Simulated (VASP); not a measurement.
# HfN (Pm-3m) in VASP: a series of runs

Aim: see how the results for HfN move with the level of theory and the settings. Levels: r2SCANh, HF, PBEsol-based global hybrid with 25 % exact exchange. Tasks: single point, relaxation of cell and atoms.

All numbers are computed with VASP 6.6.1; they aren't measurements. Logs are shortened: lines on timing, memory, paths and dates and some standing lists are left out, and cuts for length are marked.

### Step 1. The cell of the first run

It takes space group Pm-3m (No. 221, cubic). Conventional cell: a = 2.825 Å, b = 2.825 Å, c = 2.825 Å, α = 90.00°, β = 90.00°, γ = 90.00°. Hf (site symmetry m-3m) has 8 N at 2.45 Å and 6 Hf at 2.83 Å within 3.2 Å. N (site symmetry m-3m) has 8 Hf at 2.45 Å and 6 N at 2.83 Å within 3.2 Å.

### Step 2. Single point, r2SCANh

Contents of POSCAR:

```
HfN
1.0
    2.8250300000      0.0000000000      0.0000000000
    0.0000000000      2.8250300000      0.0000000000
    0.0000000000      0.0000000000      2.8250300000
Hf N
1 1
Direct
    0.5000000000      0.5000000000      0.5000000000
    0.0000000000      0.0000000000      0.0000000000
```

Contents of INCAR.step1:

```
SYSTEM = HfN
  ALGO = Normal
  EDIFF = 1E-5
  ENCUT = 520
  GGA = PE
  ISIF = 2
  ISMEAR = -1
  LASPH = .True.
  LCHARG = .False.
  LREAL = .False.
  LWAVE = .True.
  NBANDS = 14
  NELM = 80
  PREC = Accurate
  SIGMA = 0.05
```

Contents of INCAR.step2:

```
SYSTEM = HfN
  AEXX = 0.1
  ALGO = Normal
  EDIFF = 1E-6
  ENCUT = 520
  ISIF = 2
  ISMEAR = -1
  ISTART = 1
  LASPH = .True.
  LCHARG = .False.
  LHFCALC = .True.
  LMIXTAU = .True.
  LREAL = .False.
  LWAVE = .False.
  METAGGA = R2SCAN
  NBANDS = 14
  NELM = 80
  PREC = Accurate
  PRECFOCK = Normal
  SIGMA = 0.05
```

Contents of KPOINTS:

```
k-points
0
Gamma
  5 5 5
  0 0 0
```

Potentials or basis: VASP PAW PBE potentials, release 64 (Hf_pv, N).

Run with:

```console
$ cat potpaw_PBE.64/Hf_pv/POTCAR potpaw_PBE.64/N/POTCAR > POTCAR
$ cp INCAR.step1 INCAR
$ mpirun -np 1 vasp_std > vasp.out
$ cp INCAR.step2 INCAR
$ mpirun -np 1 vasp_std > vasp.out
```

OUTCAR:

```text
SYSTEM = HfN
   AEXX = 0.1
   EDIFF = 1E-6
   ENCUT = 520
   ISIF = 2
   ISMEAR = -1
   ISTART = 1
   LASPH = .True.
   LHFCALC = .True.
   LREAL = .False.
   METAGGA = R2SCAN
   NELM = 80
   PREC = Accurate
   PRECFOCK = Normal

 ion  position               nearest neighbor table
   1  0.500  0.500  0.500-   2 2.45   2 2.45   2 2.45   2 2.45   2 2.45   2 2.45   2 2.45   2 2.45

   2  0.000  0.000  0.000-   1 2.45   1 2.45   1 2.45   1 2.45   1 2.45   1 2.45   1 2.45   1 2.45

  LATTYP: Found a simple cubic cell.
 ALAT       =     2.8250300000

  Lattice vectors:

 A1 = (   2.8250300000,   0.0000000000,   0.0000000000)
 A2 = (   0.0000000000,   2.8250300000,   0.0000000000)
 A3 = (   0.0000000000,   0.0000000000,   2.8250300000)

Analysis of symmetry for initial positions (statically):
=====================================================================
 Subroutine PRICEL returns:
 Original cell was already a primitive cell.

 Routine SETGRP: Setting up the symmetry group for a
 simple cubic supercell.

 Subroutine GETGRP returns: Found 48 space group operations
 (whereof 48 operations were pure point group operations)
 out of a pool of 48 trial point group operations.

The static configuration has the point symmetry O_h .

Analysis of symmetry for dynamics (positions and initial velocities):
=====================================================================
 Subroutine PRICEL returns:
 Original cell was already a primitive cell.

 Routine SETGRP: Setting up the symmetry group for a
 simple cubic supercell.

 Subroutine GETGRP returns: Found 48 space group operations
 (whereof 48 operations were pure point group operations)
 out of a pool of 48 trial point group operations.

The dynamic configuration has the point symmetry O_h .

 Subroutine INISYM returns: Found 48 space group operations
 (whereof 48 operations are pure point group operations),
 and found     1 'primitive' translations

----------------------------------------------------------------------------------------

                                     Primitive cell

  volume of cell :      22.5460

  direct lattice vectors                    reciprocal lattice vectors
     2.825030000  0.000000000  0.000000000     0.353978542  0.000000000  0.000000000
     0.000000000  2.825030000  0.000000000     0.000000000  0.353978542  0.000000000
[... 87 lines left out ...]
   IALGO  =     38    algorithm
   IMIX   =      1    mixing-type and parameters
     AMIX     =   0.40;   BMIX     =  1.00
     AMIX_MAG =   1.60;   BMIX_MAG =  1.00
  volume/ion in A,a.u.               =      11.27        76.07
  Fermi-wavevector in a.u.,A,eV,Ry     =   1.429164  2.700729 27.790047  2.042511
  Thomas-Fermi vector in A             =   2.549148
   LORBIT       =      0    0 simple, 1 ext, 2 COOP (PROOUT), +10 PAW based schemes
   METAGGA = R2SCAN    functional components
   LHFCALC =     T    Hartree Fock is set to
   PRECFOCK=normal    Normal, Fast or Accurate (Low or Medium for compatibility)
   ENCUT4O =  -1.0   cutoff for four orbital integrals eV
   NKREDX  =     1    reduce k-point grid by
   NKREDY  =     1    reduce k-point grid by
   NKREDZ  =     1    reduce k-point grid by
   AEXX    =    0.1000 exact exchange contribution
   HFSCREEN=    0.0000 screening length (either q_TF or 0.3 A-1)
   HFSCREENC=   0.0000 screening length for correlation (either q_TF or 0.3 A-1)
   ENCUTFOCK=  -1.0 apply spherical cutoff to Coloumb kernel
   IVDW    =     0    specifies the selected vdW correction
   LEPSILON=     F    determine dielectric tensor
   LRPA    =     F    only Hartree local field effects (RPA)
 non-spin polarized calculation
  energy-cutoff  :      520.00
  volume of cell :       22.55
 maximum number of plane-waves:       619
 NGX is ok and might be reduce to    24
  NGX = 16; NGY = 16; NGZ = 16

 number of electron      15.0000000 magnetization

 Free energy of the ion-electron system (eV)
  ---------------------------------------------------
  ext. energy  EPLUGINS =         0.00000000
  ---------------------------------------------------
  free energy    TOTEN  =       -54.72970599 eV

  energy without entropy =      -54.72824002  energy(sigma->0) =      -54.72897300

 E-fermi :   8.0143     XC(G=0): -12.5313

 val. band max:        6.7888170502   @ k =   0.4000   0.2000   0.0000
 cond. band min:       8.1363320269   @ k =   0.2000   0.0000   0.0000
 fundamental gap:      1.3475149767
 Fermi energy:         8.0142662397

 k-point     1 :       0.0000    0.0000    0.0000
  band No.  band energies     occupation
      1     -25.0510      2.00000
      2     -25.0510      2.00000
      3     -25.0510      2.00000
      4     -10.6207      2.00000
      5       4.6716      2.00000
      6       4.6716      2.00000
      7       5.7725      2.00000
      8       5.7725      2.00000
      9       5.7725      2.00000
     10      11.5536      0.00000
     11      14.3812      0.00000
     12      14.3812      0.00000
     13      14.3812      0.00000
     14      20.0163      0.00000
[... 139 lines left out ...]
      1     -25.9164      2.00000
      2     -25.8868      2.00000
      3     -25.8868      2.00000
      4      -7.5578      2.00000
      5       0.2751      2.00000
      6       0.2751      2.00000
      7       1.2884      2.00000
      8      13.0250      0.00000
      9      13.7034      0.00000
     10      13.7034      0.00000
     11      15.9660      0.00000
     12      15.9660      0.00000
     13      18.0283      0.00000
     14      20.0174      0.00000

------------------------ aborting loop because EDIFF is reached ----------------------------------------

  FORCE on cell =-STRESS in cart. coord.  units (eV):
  Direction    XX          YY          ZZ          XY          YZ          ZX
  --------------------------------------------------------------------------------------
  -------------------------------------------------------------------------------------
  Total       -1.4750462     -1.4750462     -1.4750462     -0.0000000     -0.0000000      0.0000000
  in kB     -104.8206917   -104.8206917   -104.8206917     -0.0000000     -0.0000000      0.0000000
  external PRESSURE =    -104.8206917 kB  Pullay stress =       0.0000000 kB

 VOLUME and BASIS-vectors are now :
 -----------------------------------------------------------------------------
  energy-cutoff  :      520.00
  volume of cell :       22.55
      direct lattice vectors                 reciprocal lattice vectors
     2.825030000  0.000000000  0.000000000     0.353978542  0.000000000  0.000000000
     0.000000000  2.825030000  0.000000000     0.000000000  0.353978542  0.000000000
     0.000000000  0.000000000  2.825030000     0.000000000  0.000000000  0.353978542

 POSITION                                       TOTAL-FORCE (eV/Angst)
 -----------------------------------------------------------------------------------
      1.41251      1.41251      1.41251         0.000000      0.000000      0.000000
      0.00000      0.00000      0.00000         0.000000      0.000000      0.000000
 -----------------------------------------------------------------------------------
    total drift:                               -0.000000      0.000000      0.000000

  FREE ENERGIE OF THE ION-ELECTRON SYSTEM (eV)
  ---------------------------------------------------
  free  energy   TOTEN  =       -54.7297059907 eV

  energy  without entropy=      -54.7282400151  energy(sigma->0) =      -54.72897300
```

OUTCAR.step1:

```text
SYSTEM = HfN
   EDIFF = 1E-5
   ENCUT = 520
   GGA = PE
   ISIF = 2
   ISMEAR = -1
   LASPH = .True.
[... 375 lines left out ...]
      1.41251      1.41251      1.41251         0.000000      0.000000      0.000000
      0.00000      0.00000      0.00000         0.000000      0.000000      0.000000
 -----------------------------------------------------------------------------------
    total drift:                                0.000000     -0.000000     -0.000000

  FREE ENERGIE OF THE ION-ELECTRON SYSTEM (eV)
  ---------------------------------------------------
  free  energy   TOTEN  =       -19.8149213790 eV

  energy  without entropy=      -19.8134401926  energy(sigma->0) =      -19.81418079
```

OSZICAR.step1:

```text
N       E                     dE             d eps       ncg     rms          rms(c)
DAV:   1     0.276257707328E+02    0.27626E+02   -0.79139E+03   288   0.103E+03
DAV:   2    -0.211733628633E+02   -0.48799E+02   -0.45564E+02   364   0.224E+02
DAV:   3    -0.225214658749E+02   -0.13481E+01   -0.13460E+01   340   0.290E+01
DAV:   4    -0.225259665105E+02   -0.45006E-02   -0.45005E-02   360   0.200E+00
DAV:   5    -0.225259983805E+02   -0.31870E-04   -0.31870E-04   340   0.132E-01    0.389E+01
DAV:   6    -0.199098505107E+02    0.26161E+01   -0.49422E+00   316   0.196E+01    0.346E+01
DAV:   7    -0.198495587609E+02    0.60292E-01   -0.65437E-01   304   0.589E+00    0.242E+01
DAV:   8    -0.198345119689E+02    0.15047E-01   -0.26834E-01   334   0.381E+00    0.925E+00
DAV:   9    -0.198154503065E+02    0.19062E-01   -0.66261E-02   322   0.186E+00    0.237E+00
DAV:  10    -0.198149978304E+02    0.45248E-03   -0.36739E-03   310   0.498E-01    0.387E-01
DAV:  11    -0.198149184766E+02    0.79354E-04   -0.18142E-04   346   0.131E-01    0.507E-02
DAV:  12    -0.198149213790E+02   -0.29024E-05   -0.95476E-06   246   0.254E-02
   1 F= -.19814921E+02 E0= -.19814181E+02  d E =-.148119E-02
```

Run time: 6.7 min. Hardware: 1 thread of Intel Xeon 8259CL, shared host; peak memory 0.15 GiB.

Results:

```yaml
Free_energy: -54.7297 eV
Pressure: -10.5 GPa
Band_gap_on_the_k_mesh: zero (an odd number of electrons rules out a gap without spin polarisation)
```

Caveat: the k points lie up to 0.44 Å⁻¹ apart, too coarse for converged energies and pressures of a metal; the PAW data sets were made with another functional, which shifts forces and pressure a little; spin-orbit coupling is left out, which moves the levels of the heavy elements.

### Step 3. Single point, HF

POSCAR is that of step 2.

Contents of INCAR.step1:

```
SYSTEM = HfN
PREC = Accurate
ENCUT = 520
EDIFF = 1E-5
ISMEAR = -1
SIGMA = 0.05
LREAL = .False.
LASPH = .True.
NELM = 100
ALGO = Normal
ISIF = 2
LWAVE = .True.
LCHARG = .False.
GGA = PE
NBANDS = 14
```

Contents of INCAR.step2:

```
SYSTEM = HfN
PREC = Accurate
ENCUT = 520
EDIFF = 1E-6
ISMEAR = -1
SIGMA = 0.05
LREAL = .False.
LASPH = .True.
NELM = 100
ALGO = Normal
ISIF = 2
LWAVE = .False.
LCHARG = .False.
GGA = PE
LHFCALC = .True.
AEXX = 1.0
ALDAC = 0.0
AGGAC = 0.0
PRECFOCK = Normal
ISTART = 1
NBANDS = 14
```

Contents of KPOINTS:

```
Automatic mesh
0
Gamma
  5 5 5
  0 0 0
```

Potentials or basis: VASP PAW PBE potentials, release 64 (Hf_pv, N).

Run with:

```console
$ cat potpaw_PBE.64/Hf_pv/POTCAR potpaw_PBE.64/N/POTCAR > POTCAR
$ cp INCAR.step1 INCAR
$ mpirun -np 1 vasp_std > vasp.out
$ cp INCAR.step2 INCAR
$ mpirun -np 1 vasp_std > vasp.out
```

It took 14 min on 1 thread of Intel Xeon 8259CL, shared host; peak memory 0.15 GiB.

The run converged. Its results:

| Item | Value |
| --- | --- |
| Free energy | -36.3348 eV |
| Pressure | -7.4 GPa |
| Band gap on the k mesh | zero (an odd number of electrons rules out a gap without spin polarisation) |

Levels at points of the mesh, in eV from the Fermi level:
```
           k point  band 5  band 6  band 7  band 8  band 9  band 10  band 11  band 12
(0.00, 0.00, 0.00)   -7.37   -7.37   -7.37   -6.87   -6.87     6.07     9.26     9.26
```

Caveat: the k points lie up to 0.44 Å⁻¹ apart, too coarse for converged energies and pressures of a metal; the PAW data sets were made with another functional, which shifts forces and pressure a little; spin-orbit coupling is left out, which moves the levels of the heavy elements.

### Step 4. Single point, HF

This run uses another cell than the first one, of 11.36 Å³/atom.

Contents of POSCAR:

```
HfN
1.0
    2.8321680910      0.0000000000      0.0000000000
    0.0000000000      2.8321680910      0.0000000000
    0.0000000000      0.0000000000      2.8321680910
Hf N
1 1
Direct
    0.5000000000      0.5000000000      0.5000000000
    0.0000000000      0.0000000000      0.0000000000
```

Contents of INCAR.step1:

```
PREC     = Accurate       # precision mode
ENCUT    = 520            # plane-wave cutoff, eV
EDIFF    = 1E-5           # SCF threshold, eV
ISMEAR   = -1             # smearing method
SIGMA    = 0.05           # smearing width, eV
LREAL    = False          # projectors in reciprocal space
LASPH    = True           # aspherical terms in the spheres
NELM     = 80             # most SCF steps
ALGO     = Normal         # electronic algorithm
ISIF     = 2              # what is computed and relaxed
LWAVE    = True           # write WAVECAR
LCHARG   = False          # write CHGCAR
NBANDS   = 14             # bands
GGA      = PE             # functional
```

Contents of INCAR.step2:

```
PREC     = Accurate       # precision mode
ENCUT    = 520            # plane-wave cutoff, eV
EDIFF    = 1E-6           # SCF threshold, eV
ISMEAR   = -1             # smearing method
SIGMA    = 0.05           # smearing width, eV
LREAL    = False          # projectors in reciprocal space
LASPH    = True           # aspherical terms in the spheres
NELM     = 80             # most SCF steps
ALGO     = Normal         # electronic algorithm
ISIF     = 2              # what is computed and relaxed
LWAVE    = False          # write WAVECAR
LCHARG   = False          # write CHGCAR
GGA      = PE             # functional
LHFCALC  = True           # exact exchange
AEXX     = 1.0            # exact-exchange fraction
ALDAC    = 0.0          
AGGAC    = 0.0          
PRECFOCK = Normal       
NBANDS   = 14             # bands
ISTART   = 1
```

Contents of KPOINTS:

```
regular mesh
0
Gamma
  5 5 5
```

Run with:

```console
$ cat potpaw_PBE.64/Hf_pv/POTCAR potpaw_PBE.64/N/POTCAR > POTCAR
$ cp INCAR.step1 INCAR
$ mpirun -np 1 vasp_std > vasp.out
$ cp INCAR.step2 INCAR
$ mpirun -np 1 vasp_std > vasp.out
```

It took 14 min on 1 thread of Intel Xeon 8259CL, shared host; peak memory 0.15 GiB.

The run converged. Its results:

```yaml
Free_energy: -36.3262 eV
Pressure: -9.2 GPa
Band_gap_on_the_k_mesh: zero (an odd number of electrons rules out a gap without spin polarisation)
```

Levels at points of the mesh, in eV from the Fermi level:
```csv
k point,band 6,band 7,band 8,band 9,band 10,band 11
"(0.00, 0.00, 0.00)",-7.35,-7.35,-6.83,-6.83,5.94,9.21
```

Caveat: the k points lie up to 0.44 Å⁻¹ apart, too coarse for converged energies and pressures of a metal; the PAW data sets were made with another functional, which shifts forces and pressure a little; spin-orbit coupling is left out, which moves the levels of the heavy elements.

### Step 5. Relaxation of cell and atoms, PBEsol-based global hybrid with 25 % exact exchange

Contents of POSCAR:

```
HfN
1.0
    2.8250300000      0.0000000000      0.0000000000
    0.0000000000      2.8250300000      0.0000000000
    0.0000000000      0.0000000000      2.8250300000
Hf N
1 1
Direct
    0.5000000000      0.5000000000      0.5000000000
    0.0000000000      0.0000000000      0.0000000000
```

Contents of INCAR.step1:

```
PREC     = Accurate       # precision mode
ENCUT    = 600            # plane-wave cutoff, eV
EDIFF    = 1E-5           # SCF threshold, eV
ISMEAR   = -1             # smearing method
SIGMA    = 0.05           # smearing width, eV
LREAL    = False          # projectors in reciprocal space
LASPH    = True           # aspherical terms in the spheres
NELM     = 100            # most SCF steps
ALGO     = Normal         # electronic algorithm
LWAVE    = True           # write WAVECAR
LCHARG   = False          # write CHGCAR
GGA      = PE             # functional
NBANDS   = 14             # bands
```

Contents of INCAR.step2:

```
PREC     = Accurate       # precision mode
ENCUT    = 600            # plane-wave cutoff, eV
EDIFF    = 1E-6           # SCF threshold, eV
ISMEAR   = -1             # smearing method
SIGMA    = 0.05           # smearing width, eV
LREAL    = False          # projectors in reciprocal space
LASPH    = True           # aspherical terms in the spheres
NELM     = 100            # most SCF steps
ALGO     = Normal         # electronic algorithm
ISIF     = 3              # what is computed and relaxed
LWAVE    = False          # write WAVECAR
LCHARG   = False          # write CHGCAR
GGA      = PS             # functional
LHFCALC  = True           # exact exchange
AEXX     = 0.25           # exact-exchange fraction
PRECFOCK = Normal       
IBRION   = 2              # ionic algorithm
NSW      = 60             # ionic steps
EDIFFG   = -0.01          # ionic threshold
ISTART   = 1
```

KPOINTS is that of step 4.

Run with:

```console
$ cat potpaw_PBE.64/Hf_pv/POTCAR potpaw_PBE.64/N/POTCAR > POTCAR
$ cp INCAR.step1 INCAR
$ mpirun -np 1 vasp_std > vasp.out
$ cp INCAR.step2 INCAR
$ mpirun -np 1 vasp_std > vasp.out
```

Run time: 58 min. Hardware: 1 thread of Intel Xeon 8259CL, shared host; peak memory 0.17 GiB.

It converged, with:

| Quantity | Value |
| --- | --- |
| Free energy | -25.7547 eV |
| Relaxed volume | 10.52 Å³/atom |
| Relaxed cell | a = 2.761 Å, b = 2.761 Å, c = 2.761 Å, α = 90.00°, β = 90.00°, γ = 90.00° |
| Space group after relaxing (to 0.1 Å) | Pm-3m (No. 221) |
| Energy gained by relaxing | 43.1 meV/atom |
| Ionic steps | 4 |
| Pressure after relaxing | -0.1 GPa |
| Band gap on the k mesh | zero (an odd number of electrons rules out a gap without spin polarisation) |

The path:
| step | energy change (eV) | largest force (eV/Å) | pressure (GPa) | volume (Å³) |
| --- | --- | --- | --- | --- |
| 1 | 0.0000 | 0.0000 | -17.23 | 22.55 |
| 2 | 0.1694 | 0.0000 | 40.70 | 18.82 |
| 3 | -0.0862 | 0.0000 | -0.61 | 21.08 |
| 4 | -0.0863 | 0.0000 | -0.15 | 21.04 |

Final structure:
```
Hf N
1.0
     2.76084    0.00000    0.00000
     0.00000    2.76084    0.00000
     0.00000    0.00000    2.76084
Hf N
1 1
Direct
  0.50000 0.50000 0.50000
  0.00000 0.00000 0.00000
```

Levels at points of the mesh, in eV from the Fermi level:
```csv
k point,band 6,band 7,band 8,band 9,band 10,band 11
"(0.00, 0.00, 0.00)",-4.29,-2.92,-2.92,-2.92,4.57,7.14
```

Caveat: the k points lie up to 0.46 Å⁻¹ apart in the final cell, too coarse for converged energies and pressures of a metal; the PAW data sets were made with another functional, which shifts forces and pressure a little; spin-orbit coupling is left out, which moves the levels of the heavy elements.

### Step 6. Overview

```tsv
task	level	cell	cutoff (eV)	share of exact exchange	gap on the mesh (eV)	pressure (GPa)
single point	r2SCANh	a = 2.825 Å, 2 atoms	520	0.1	none	-10.5
single point	HF	a = 2.825 Å, 2 atoms	520	1	none	-7.4
single point	HF	a = 2.832 Å, 2 atoms	520	1	none	-9.2
relaxation of cell and atoms	PBEsol-based global hybrid with 25 % exact exchange	relaxed from a = 2.825 Å, 2 atoms	600	0.25	none	-0.1
```

Alike in all rows: potentials or basis VASP PAW PBE potentials, release 64 (Hf_pv, N); no spin polarisation; k mesh 5 × 5 × 5; smearing fermi-dirac 0.05 eV.

Caveats: all runs use coarse meshes; the PAW data sets were made with another functional, which shifts forces and pressure a little; spin-orbit coupling is left out, which moves the levels of the heavy elements.

Absolute energies hang on the potentials; compare differences alone.
